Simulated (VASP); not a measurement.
Wanted: the native input for a VASP 6.6.1 run.

```
Task                   : single point
Functional             : PBE
Potentials or basis    : VASP PAW PBE potentials, release 64 (Sb)
Cutoff                 : 520 eV
k mesh                 : 14 × 14 × 8
Occupations            : fermi-dirac, width 0.08 eV
Spin                   : no spin polarisation
Dipole correction      : no
Further INCAR settings : ALGO = Normal; EDIFF = 1e-06; NBANDS = 12
```

The structure of Sb lies in POSCAR:

```
Sb
1.0
    3.1400140485      0.0000000000      0.0000000000
   -1.5700070242      2.7193319342      0.0000000000
    0.0000000000      0.0000000000      5.1425066065
Sb
2
Direct
    0.3333333333      0.6666666667      0.2500000000
    0.6666666667      0.3333333333      0.7500000000
```

One way to write it, as run:

INCAR

```
ALGO = Normal
EDIFF = 1E-6
ENCUT = 520
GGA = PE
ISIF = 2
ISMEAR = -1
LASPH = True
LCHARG = False
LREAL = False
LWAVE = False
NBANDS = 12
NELM = 100
PREC = Accurate
SIGMA = 0.08
```

KPOINTS

```
k-points
0
Gamma
  14 14 8
```

Potentials or basis: VASP PAW PBE potentials, release 64 (Sb).

The run is started by

```bash
$ cat potpaw_PBE.64/Sb/POTCAR > POTCAR
$ mpirun -np 1 vasp_std > vasp.out
```

It gave:

- Pressure: 22.0 GPa
- Band gap on the k mesh: zero (band 5 reaches 17.16 eV, above the bottom of band 6 at 7.65 eV)

Caveat: spin-orbit coupling is left out, which moves the levels of the heavy elements.

Run time: 16 s on 1 thread of Intel(R) Xeon(R) 6975P-C (Granite Rapids) (shared host), peak memory 0.18 GiB.
